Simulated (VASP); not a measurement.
Wanted: the native input for a VASP 6.6.1 run.

```
Task                   : relaxation of cell and atoms
Functional             : PBE
Potentials or basis    : VASP PAW PBE potentials, release 64 (Ti_sv, O)
Cutoff                 : 600 eV
k mesh                 : 10 × 10 × 10
Occupations            : gaussian, width 0.02 eV
Spin                   : no spin polarisation
Target pressure        : 30 GPa
Dipole correction      : no
Further INCAR settings : ALGO = Normal; EDIFF = 1e-06; IBRION = 2; EDIFFG = -0.008; NSW = 70; ISIF = 3
```

The structure of TiO2 lies in POSCAR:

```
TiO2
1.0
   -1.8389847759      1.8389847759      4.4702509217
    1.8389847759     -1.8389847759      4.4702509217
    1.8389847759      1.8389847759     -4.4702509217
Ti O
2 4
Direct
    0.0000000000      0.0000000000      0.0000000000
    0.7500000000      0.2500000000      0.5000000000
    0.9641612661      0.4641612661      0.5000000000
    0.2141612661      0.2141612661      0.0000000000
    0.5358387339      0.0358387339      0.5000000000
    0.7858387339      0.7858387339      0.0000000000
```

These files were run (other wordings do the same):

INCAR

```
SYSTEM = TiO2
PREC = Accurate ; ENCUT = 600
EDIFF = 1E-6 ; ISMEAR = 0
SIGMA = 0.02 ; LREAL = .FALSE.
LASPH = .TRUE. ; NELM = 80
ALGO = Normal ; ISIF = 3
LWAVE = .FALSE. ; LCHARG = .FALSE.
GGA = PE ; IBRION = 2
NSW = 70 ; EDIFFG = -0.008
PSTRESS = 300.0
```

KPOINTS

```
Automatic mesh
0
G
  10 10 10
  0 0 0
```

Potentials or basis: VASP PAW PBE potentials, release 64 (Ti_sv, O).

Launch:

```console
$ cat potpaw_PBE.64/Ti_sv/POTCAR potpaw_PBE.64/O/POTCAR > POTCAR
$ mpirun -np 1 vasp_std > vasp.out
```

Results of the run:

```
Relaxed volume                                             : 10.06 Å³/atom
Relaxed cell                                               : a = 5.062 Å, b = 5.062 Å, c = 5.062 Å, α = 136.63°, β = 136.63°, γ = 63.00°
Space group after relaxing (to 0.1 Å)                      : I4_1/amd (No. 141)
Energy change on relaxing (the run minimises the enthalpy) : -11.3 meV/atom
Ionic steps                                                : 13
Pressure after relaxing                                    : 30.0 GPa
Largest force after relaxing                               : 0.007 eV/Å
Band gap on the k mesh                                     : 1.79 eV (least direct gap 2.44 eV)
```

Caveat: the cell is relaxed towards a set pressure, so the run minimises the enthalpy, not the energy.

It took 21 min on 1 thread of AMD EPYC 9R45 96-Core Processor (Zen 5), on a shared host, peak memory 0.35 GiB.
